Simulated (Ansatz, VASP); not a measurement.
**B24N23 in VASP and in Ansatz**

```
CELL_PARAMETERS angstrom
-3.83091 2.21178 -4.22685
3.83091 -2.21178 -4.22685
-3.83091 -6.63533 4.22685
ATOMIC_POSITIONS crystal
B 0.65684 0.32631 0.00511
B 0.16720 0.83458 0.99903
B 0.83265 0.00412 0.83386
B 0.33674 0.49980 0.83324
B 0.00134 0.66778 0.66554
B 0.50123 0.16856 0.66843
B 0.16638 0.33319 0.49929
B 0.66650 0.83343 0.49960
B 0.33238 0.99876 0.33278
B 0.83086 0.49854 0.33191
B 0.49996 0.66500 0.16648
B 0.99661 0.16670 0.16460
B 0.58372 0.91390 0.99930
B 0.08574 0.42377 0.99720
B 0.75918 0.59083 0.83055
B 0.24940 0.08464 0.83320
B 0.91727 0.25192 0.66661
B 0.41857 0.75007 0.66624
B 0.08296 0.91691 0.49841
B 0.58355 0.41725 0.49997
B 0.24814 0.58277 0.33161
B 0.75038 0.08179 0.33234
B 0.41306 0.24964 0.16673
B 0.91597 0.74598 0.16226
N 0.35301 0.02036 0.99948
N 0.01749 0.19322 0.83417
N 0.52608 0.68552 0.83472
N 0.18770 0.85423 0.66567
N 0.69027 0.35634 0.66956
N 0.35377 0.52045 0.49911
N 0.85394 0.02050 0.49935
N 0.51911 0.18558 0.33287
N 0.01765 0.68387 0.32860
N 0.68780 0.84789 0.16359
N 0.18028 0.35628 0.16359
N 0.76846 0.10287 0.00007
N 0.27198 0.60535 0.99930
N 0.93918 0.77484 0.83147
N 0.43750 0.27110 0.83421
N 0.10527 0.43827 0.66639
N 0.60422 0.93824 0.66654
N 0.27064 0.10417 0.49980
N 0.77080 0.60394 0.49967
N 0.43651 0.77047 0.33289
N 0.93608 0.26954 0.33253
N 0.59876 0.43509 0.16872
N 0.10233 0.93556 0.16482
```

Alike in both runs: task single point; functional PBE; k mesh 2 × 2 × 2; occupations gaussian, width 0.05 eV; collinear spin.

```csv
,VASP,Ansatz
version,VASP 6.6.1,Ansatz 0.2.0
potentials or method,"VASP PAW PBE potentials, release 64 (B, N), cutoff 520 eV","scalar-relativistic, plane waves, PAW"
valence electrons in the cell,187,187
```

|  | VASP | Ansatz | Ansatz less VASP |
| --- | --- | --- | --- |
| gap on the k mesh at the Fermi level (eV) | 0.56 | 0.56 | -0.003 |
| rms of the force components (eV/Å) | 0.007 | 0.006 | -0.0008 |
| net moment per atom (μB) | 0.02 | 0.02 | 0.000 |
| size of the moment on the site where the two differ most (μB) | 0.32 | 0.17 | -0.150 |

Site moments also hang on the region over which each program counts them. Atom by atom the forces differ by 0.003 eV/Å (rms over components). Ansatz's warnings: moment headroom below auto, stability check not made.

The k mesh is coarse, so the values compare programs but aren't converged.
